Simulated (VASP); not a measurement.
# ZnS in VASP: further runs

Runs on ZnS. Level: PBEsol. Tasks: electric field gradients.

Everything below comes from runs of VASP 6.6.1. Logs are shortened: lines on timing, memory, paths and dates and some standing lists are left out, and cuts for length are marked.

## 1. The cell of the first run

It takes space group I-4m2 (No. 119, tetragonal). The conventional cell has a = 3.863 Å, b = 3.863 Å, c = 5.409 Å, α = 90.00°, β = 90.00°, γ = 90.00°. Zn (site symmetry -4m2) has 4 S at 2.36 Å within 3.1 Å. S (site symmetry -4m2) has 4 Zn at 2.36 Å within 3.1 Å.

## 2. Electric field gradients, PBEsol (equal xx and yy strain of +1 %)

Input file INCAR:

```
  PREC = Accurate
  ENCUT = 520
  EDIFF = 1E-8
  ISMEAR = -1
  SIGMA = 0.01
  LREAL = F
  LASPH = T
  NELM = 60
  ALGO = Normal
  ISIF = 2
  LWAVE = F
  LCHARG = F
  GGA = PS
  LEFG = T
  NBANDS = 16
```

Input file KPOINTS:

```
regular mesh
0
Gamma
  9 9 9
```

Input file POSCAR:

```
ZnS
1.0
    0.0000000000      2.7316965000      2.7046500000
    2.7316965000      0.0000000000      2.7046500000
    2.7316965000      2.7316965000      0.0000000000
Zn S
1 1
Direct
    0.0000000000      0.0000000000      0.0000000000
    0.7500000000      0.7500000000      0.7500000000
```

Potentials or basis: VASP PAW PBE potentials, release 64 (Zn, S).

Started as:

```console
$ cat potpaw_PBE.64/Zn/POTCAR potpaw_PBE.64/S/POTCAR > POTCAR
$ mpirun -np 1 vasp_std > vasp.out
```

OUTCAR:

```text
PREC = Accurate
   ENCUT = 520
   EDIFF = 1E-8
   ISMEAR = -1
   LREAL = F
   LASPH = T
   NELM = 60
   ISIF = 2
   GGA = PS

 ion  position               nearest neighbor table
   1  0.000  0.000  0.000-   2 2.36   2 2.36   2 2.36   2 2.36
   2  0.750  0.750  0.750-   1 2.36   1 2.36   1 2.36   1 2.36

  LATTYP: Found a body centered tetragonal cell.
 ALAT       =     3.8632022386
 C/A-ratio  =     1.4002114479

  Lattice vectors:

 A1 = (   0.0000000000,  -2.7316965000,  -2.7046500000)
 A2 = (   0.0000000000,   2.7316965000,  -2.7046500000)
 A3 = (   2.7316965000,   0.0000000000,   2.7046500000)

Analysis of symmetry for initial positions (statically):
=====================================================================
 Subroutine PRICEL returns:
 Original cell was already a primitive cell.

 Routine SETGRP: Setting up the symmetry group for a
 body centered tetragonal supercell.

 Subroutine GETGRP returns: Found  8 space group operations
 (whereof  8 operations were pure point group operations)
 out of a pool of 16 trial point group operations.

The static configuration has the point symmetry D_2d.

Analysis of symmetry for dynamics (positions and initial velocities):
=====================================================================
 Subroutine PRICEL returns:
 Original cell was already a primitive cell.

 Routine SETGRP: Setting up the symmetry group for a
 body centered tetragonal supercell.

 Subroutine GETGRP returns: Found  8 space group operations
 (whereof  8 operations were pure point group operations)
 out of a pool of 16 trial point group operations.

The dynamic configuration has the point symmetry D_2d.

 Subroutine INISYM returns: Found  8 space group operations
 (whereof  8 operations are pure point group operations),
 and found     1 'primitive' translations

----------------------------------------------------------------------------------------

                                     Primitive cell

  volume of cell :      40.3651

  direct lattice vectors                    reciprocal lattice vectors
     0.000000000  2.731696500  2.704650000    -0.183036439  0.183036439  0.184866803
     2.731696500  0.000000000  2.704650000     0.183036439 -0.183036439  0.184866803
     2.731696500  2.731696500  0.000000000     0.183036439  0.183036439 -0.184866803

  length of vectors
     3.844125049  3.844125049  3.863202239     0.318088684  0.318088684  0.318088684

  position of ions in fractional coordinates (direct lattice)
     0.000000000  0.000000000  0.000000000
     0.750000000  0.750000000  0.750000000

  ion indices of the primitive-cell ions
   primitive index   ion index
                 1           1
                 2           2

----------------------------------------------------------------------------------------

 KPOINTS: regular mesh

Automatic generation of k-mesh.
 Grid dimensions read from file:
 generate k-points for:    9    9    9

 Generating k-lattice:

  Cartesian coordinates                     Fractional coordinates (reciprocal lattice)
    -0.020337382  0.020337382  0.020540756     0.111111111  0.000000000  0.000000000
     0.020337382 -0.020337382  0.020540756     0.000000000  0.111111111  0.000000000
     0.020337382  0.020337382 -0.020540756     0.000000000  0.000000000  0.111111111

  Length of vectors
     0.035343187  0.035343187  0.035343187

  Shift w.r.t. Gamma in fractional coordinates (k-lattice)
     0.000000000  0.000000000  0.000000000

 Subroutine IBZKPT returns following result:
 ===========================================

 Found     75 irreducible k-points:

 Following reciprocal coordinates:
            Coordinates               Weight
  0.000000  0.000000  0.000000      1.000000
  0.111111 -0.000000  0.000000      8.000000
  0.222222  0.000000  0.000000      8.000000
  0.333333  0.000000  0.000000      8.000000
  0.444444  0.000000  0.000000      8.000000
  0.111111  0.111111  0.000000      2.000000
[... 16 lines left out ...]
 -0.333333  0.333333  0.000000      4.000000
  0.444444  0.444444  0.000000      2.000000
 [... further k-points ...]
   k-points           NKPTS =     75   k-points in BZ     NKDIM =     75   number of bands    NBANDS=     16
   number of dos      NEDOS =    301   number of ions     NIONS =      2
   total plane-waves  NPLWV =  27000
   dimension x,y,z NGX =    30 NGY =   30 NGZ =   30
   dimension x,y,z NGXF=    60 NGYF=   60 NGZF=   60
   ions per type =               1   1
   NGX,Y,Z   is equivalent  to a cutoff of  12.97, 12.97, 12.91 a.u.
   NGXF,Y,Z  is equivalent  to a cutoff of  25.95, 25.95, 25.82 a.u.
 SYSTEM =  unknown system
   PREC   = accura    normal or accurate (medium, high low for compatibility)
   ISTART =      0    job   : 0-new  1-cont  2-samecut
   ICHARG =      2    charge: 1-file 2-atom 10-const
   ISPIN  =      1    spin polarized calculation?
   LNONCOLLINEAR =      F non collinear calculations
   LSORBIT =      F    spin-orbit coupling
   LASPH  =      T    aspherical Exc in radial PAW
   ENCUT  =  520.0 eV  38.22 Ry    6.18 a.u.   7.15  7.15  7.18*2*pi/ulx,y,z
   NELM   =     60;   NELMIN=  2; NELMDL= -5     # of ELM steps
   EDIFF  = 0.1E-07   stopping-criterion for ELM
   LREAL  =      F    real-space projection
   EDIFFG = 0.1E-06   stopping-criterion for IOM
   NSW    =      0    number of steps for IOM
   IBRION =     -1    ionic relax: 0-MD 1-quasi-New 2-CG
   NFREE  =      0    steps in history (QN), initial steepest desc. (CG)
   ISIF   =      2    stress and relaxation
   ISYM   =      2    0-nonsym 1-usesym 2-fastsym
   POTIM  = 0.5000    time-step for ionic-motion
   TEBEG  =    0.0;   TEEND  =   0.0 temperature during run
   PSTRESS=    0.0 pullay stress
   NELECT =      18.0000    total number of electrons
   NUPDOWN=      -1.0000    fix difference up-down
   EMIN   =  10.00;   EMAX   =-10.00  energy-range for DOS
   EFERMI =   0.00;   METHOD = LEGACY
   ISMEAR =    -1;   SIGMA  =   0.01  broadening in eV -4-tet -1-fermi 0-gaus
   EFERMI_NEDOS =   21; number of points for ismear=-14 and -15
   IALGO  =     38    algorithm
   IMIX   =      4    mixing-type and parameters
     AMIX     =   0.40;   BMIX     =  1.00
     AMIX_MAG =   1.60;   BMIX_MAG =  1.00
  volume/ion in A,a.u.               =      20.18       136.20
  Fermi-wavevector in a.u.,A,eV,Ry     =   1.250730  2.363538 21.283952  1.564326
  Thomas-Fermi vector in A             =   2.384711
   LORBIT       =      0    0 simple, 1 ext, 2 COOP (PROOUT), +10 PAW based schemes
   GGA     = PS    functional components
   LHFCALC =     F    Hartree Fock is set to
   AEXX    =    0.0000 exact exchange contribution
   IVDW    =     0    specifies the selected vdW correction
   LEPSILON=     F    determine dielectric tensor
   LRPA    =     F    only Hartree local field effects (RPA)
 non-spin polarized calculation
  energy-cutoff  :      520.00
  volume of cell :       40.37
 maximum number of plane-waves:      1101
 NGX is ok and might be reduce to    30
   NGX = 15   NGY = 15   NGZ = 15

 number of electron      18.0000008 magnetization

 Free energy of the ion-electron system (eV)
  ---------------------------------------------------
  ext. energy  EPLUGINS =         0.00000000
  ---------------------------------------------------
  free energy    TOTEN  =        -7.56898217 eV

  energy without entropy =       -7.56898217  energy(sigma->0) =       -7.56898217

 E-fermi :   2.0406     XC(G=0):  -9.7430

 val. band max:        1.8252351770   @ k =   0.0000   0.0000   0.0000
 cond. band min:       3.6827348397   @ k =   0.0000   0.0000   0.0000
 fundamental gap:      1.8574996627
 Fermi energy:         2.0406199197

 k-point     1 :       0.0000    0.0000    0.0000
  band No.  band energies     occupation
      1     -11.1943      2.00000
      2      -4.4799      2.00000
      3      -4.4799      2.00000
      4      -4.4743      2.00000
      5      -4.0068      2.00000
      6      -4.0040      2.00000
[... 8 lines left out ...]
     15      13.4265      0.00000
     16      13.5929      0.00000

 k-point     2 :       0.1111   -0.0000    0.0000
  band No.  band energies     occupation
      1     -11.1037      2.00000
      2      -4.4779      2.00000
      3      -4.4639      2.00000
      4      -4.4595      2.00000
      5      -4.0079      2.00000
      6      -4.0057      2.00000
[... 8 lines left out ...]
     15      13.0379      0.00000
     16      14.0156      0.00000

 k-point     3 :       0.2222    0.0000    0.0000
  band No.  band energies     occupation
      1     -10.8592      2.00000
      2      -4.4494      2.00000
      3      -4.4266      2.00000
      4      -4.4213      2.00000
      5      -4.0062      2.00000
      6      -4.0054      2.00000
[... 8 lines left out ...]
     15      12.6468      0.00000
     16      13.8873      0.00000

 k-point     4 :       0.3333    0.0000    0.0000
  band No.  band energies     occupation
      1     -10.5493      2.00000
      2      -4.3916      2.00000
      3      -4.3853      2.00000
      4      -4.3158      2.00000
      5      -3.9951      2.00000
      6      -3.9935      2.00000
[... 8 lines left out ...]
     15      13.2895      0.00000
     16      13.4016      0.00000

 k-point     5 :       0.4444    0.0000    0.0000
  band No.  band energies     occupation
      1     -10.3236      2.00000
      2      -4.3744      2.00000
      3      -4.3668      2.00000
      4      -3.9849      2.00000
      5      -3.9777      2.00000
      6      -3.9729      2.00000
[... 8 lines left out ...]
     15      14.6715      0.00000
     16      14.7321      0.00000

 k-point     6 :       0.1111    0.1111    0.0000
  band No.  band energies     occupation
      1     -11.0721      2.00000
      2      -4.4899      2.00000
      3      -4.4505      2.00000
      4      -4.4505      2.00000
      5      -4.0166      2.00000
      6      -3.9981      2.00000
[... 8 lines left out ...]
     15      13.5907      0.00000
     16      14.4039      0.00000
[... 267 lines left out ...]
 k-point    21 :       0.4444    0.3333    0.0000
  band No.  band energies     occupation
      1     -10.1338      2.00000
      2      -4.4742      2.00000
      3      -4.2147      2.00000
      4      -4.2019      2.00000
      5      -3.9465      2.00000
      6      -3.9122      2.00000
[... 8 lines left out ...]
     15      15.3998      0.00000
     16      16.9103      0.00000

 k-point    22 :      -0.4444    0.3333    0.0000
  band No.  band energies     occupation
      1     -10.0262      2.00000
      2      -4.4065      2.00000
      3      -4.2130      2.00000
      4      -4.1341      2.00000
      5      -3.9625      2.00000
      6      -3.7240      2.00000
[... 8 lines left out ...]
     15      14.7231      0.00000
     16      16.8471      0.00000

 k-point    23 :      -0.3333    0.3333    0.0000
  band No.  band energies     occupation
      1     -10.0607      2.00000
      2      -4.3703      2.00000
      3      -4.2496      2.00000
      4      -4.0637      2.00000
      5      -3.9902      2.00000
      6      -3.7341      2.00000
[... 8 lines left out ...]
     15      13.3721      0.00000
     16      18.0895      0.00000

 k-point    24 :       0.4444    0.4444    0.0000
  band No.  band energies     occupation
      1     -10.0207      2.00000
      2      -4.4996      2.00000
      3      -4.1667      2.00000
      4      -4.1667      2.00000
      5      -3.9350      2.00000
      6      -3.8451      2.00000
[... 8 lines left out ...]
     15      15.3724      0.00000
     16      16.6819      0.00000

 [... further k-points ...]

------------------------ aborting loop because EDIFF is reached ----------------------------------------

  FORCE on cell =-STRESS in cart. coord.  units (eV):
  Direction    XX          YY          ZZ          XY          YZ          ZX
  --------------------------------------------------------------------------------------
  -------------------------------------------------------------------------------------
  Total       -0.8749454     -0.8749454     -0.7679334      0.0000000      0.0000000      0.0000000
  in kB      -34.7284638    -34.7284638    -30.4809259      0.0000000      0.0000000      0.0000000
  external PRESSURE =     -33.3126178 kB  Pullay stress =       0.0000000 kB

 VOLUME and BASIS-vectors are now :
 -----------------------------------------------------------------------------
  energy-cutoff  :      520.00
  volume of cell :       40.37
      direct lattice vectors                 reciprocal lattice vectors
     0.000000000  2.731696500  2.704650000    -0.183036439  0.183036439  0.184866803
     2.731696500  0.000000000  2.704650000     0.183036439 -0.183036439  0.184866803
     2.731696500  2.731696500  0.000000000     0.183036439  0.183036439 -0.184866803

 POSITION                                       TOTAL-FORCE (eV/Angst)
 -----------------------------------------------------------------------------------
      0.00000      0.00000      0.00000         0.000000      0.000000     -0.000000
      4.09754      4.09754      4.05697        -0.000000     -0.000000      0.000000
 -----------------------------------------------------------------------------------
    total drift:                               -0.000000     -0.000000     -0.000000

  FREE ENERGIE OF THE ION-ELECTRON SYSTEM (eV)
  ---------------------------------------------------
  free  energy   TOTEN  =        -7.5689821703 eV

  energy  without entropy=       -7.5689821703  energy(sigma->0) =       -7.56898217

 Electric field gradients (V/A^2)
---------------------------------------------------------------------
 ion       V_xx      V_yy      V_zz      V_xy      V_xz      V_yz
---------------------------------------------------------------------
   1      -0.861    -0.861     1.721     0.004     0.004     0.004
   2       0.988     0.988    -1.977    -0.000    -0.000    -0.000
---------------------------------------------------------------------

 Electric field gradients after diagonalization (V/A^2)
 (convention: |V_zz| > |V_xx| > |V_yy|)
----------------------------------------------------------------------
 ion       V_xx      V_yy      V_zz     asymmetry (V_yy - V_xx)/ V_zz
----------------------------------------------------------------------
   1      -0.864    -0.857     1.721       0.004
   2       0.988     0.988    -1.977       0.000
----------------------------------------------------------------------

           NMR quadrupolar parameters

 Cq : quadrupolar parameter    Cq=e*Q*V_zz/h
 eta: asymmetry parameters     (V_yy - V_xx)/ V_zz
 Q  : nuclear electric quadrupole moment in mb (millibarn)
----------------------------------------------------------------------
 ion       Cq(MHz)       eta       Q (mb)
----------------------------------------------------------------------
   1       0.004       0.004       1.000
   2      -0.005       0.000       1.000
----------------------------------------------------------------------
```

It took 91 s on 1 thread of Intel Xeon 8259CL, shared host; peak memory 0.19 GiB.

What came out:

| Item | Value |
| --- | --- |
| Free energy | -7.5690 eV |
| Pressure | -3.3 GPa |
| Band gap on the k mesh | 1.86 eV |
| Largest electric field gradient by atom | Zn +1.7; S -2.0 V/Å² |

Electric field gradients, principal values (V/Å²):
| atom | least | middle | greatest (by size) |
| --- | --- | --- | --- |
| 1 Zn | -0.857 | -0.864 | 1.721 |
| 2 S | 0.988 | 0.988 | -1.977 |

Caveat: the cell differs from its parent crystal (equal xx and yy strain of +1 %); the cell stands under tension; without QUAD_EFG the Cq values of the log hold for a quadrupole moment of 1 mb, not for the nuclei; the PAW data sets were made with another functional, which shifts forces and pressure a little.

(Part 1 of 2 ends here.)
